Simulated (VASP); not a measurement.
The system is GaN.

```xyz
4
Lattice="3.1889 0.0000 0.0000 -1.5945 2.7617 0.0000 0.0000 0.0000 5.1924" Properties=species:S:1:pos:R:3 pbc="T T T"
Ga    1.5945    0.9206    2.5914
Ga    0.0000    1.8411    5.1876
N     1.5945    0.9206    4.5481
N     0.0000    1.8411    1.9519
```

```yaml
Program: VASP 6.6.1
Task: relaxation of cell and atoms
Functional: PBE
Potentials_or_basis: VASP PAW PBE potentials, release 64 (Ga_d, N)
Cutoff: 600 eV
k_mesh: 12 × 12 × 6
Occupations: gaussian, width 0.02 eV
Spin: no spin polarisation
```

At the start: pressure 5.0 GPa; volume 11.43 Å³/atom.

Problem. Where does the relaxation end?

Solution. Over 7 steps the energy falls by 5.0 meV/atom and the volume is 11.75 Å³/atom (+2.8 %); space group P6_3mc (No. 186, to 0.05 Å).

The path:
```tsv
step	energy change (eV)	largest force (eV/Å)	pressure (GPa)	volume (Å³)
1	0.0000	0.0058	5.04	45.73
2	-0.0062	0.0042	-3.78	48.15
3	-0.0200	0.0003	0.03	47.03
4	-0.0200	0.0002	-0.47	47.05
5	-0.0196	0.0039	0.70	46.84
6	-0.0200	0.0010	0.06	47.00
7	-0.0200	0.0011	-0.03	47.01
```

Final structure:
```xyz
4
Lattice="3.2180 0.0000 0.0000 -1.6090 2.7869 0.0000 0.0000 0.0000 5.2415" Properties=species:S:1:pos:R:3 pbc="T T T"
Ga    1.6090    0.9290    2.6161
Ga    0.0000    1.8579    5.2369
N     1.6090    0.9290    4.5910
N     0.0000    1.8579    1.9702
```
